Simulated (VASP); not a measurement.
Runs of VASP 6.6.1 on BiTe. The structure is that of space group Fm-3m (No. 225), or close to it. The cells are those of the table. 

| task | cell | gap on the mesh (eV) | pressure (GPa) |
| --- | --- | --- | --- |
| single point | a = 4.598, b = 4.598, c = 4.621 Å, angles 59.8, 59.8, 60.3°, 2 atoms | none | (b) |
| electric field gradients | a = 4.552, b = 4.552, c = 4.529 Å, angles 60.2, 60.2, 59.7°, 2 atoms | none | (a) |
| electric field gradients | a = 4.635 Å, angles 60.0°, 2 atoms | none | -4.3 |
| single point | a = 4.575 Å, angles 60.0°, 2 atoms | none | -2.8 |
| electric field gradients | a = 4.482 Å, angles 60.0°, 2 atoms | none | 0.5 |

Alike in all rows: level LDA; potentials or basis VASP PAW LDA potentials, release 64 (Bi_d, Te); no spin polarisation; k mesh 10 × 10 × 10; cutoff (eV) 520; smearing fermi-dirac 0.08 eV.

**Question.** Estimate the missing entries.

**Answer.** (a) -1.8; (b) -3.6.

Caveats: spin-orbit coupling is left out, which moves the levels of the heavy elements.

A k mesh can miss the band edges, and the runs leave out spin-orbit coupling on Bi, Te.

A gap of «none» marks levels without a gap at the run's occupations.
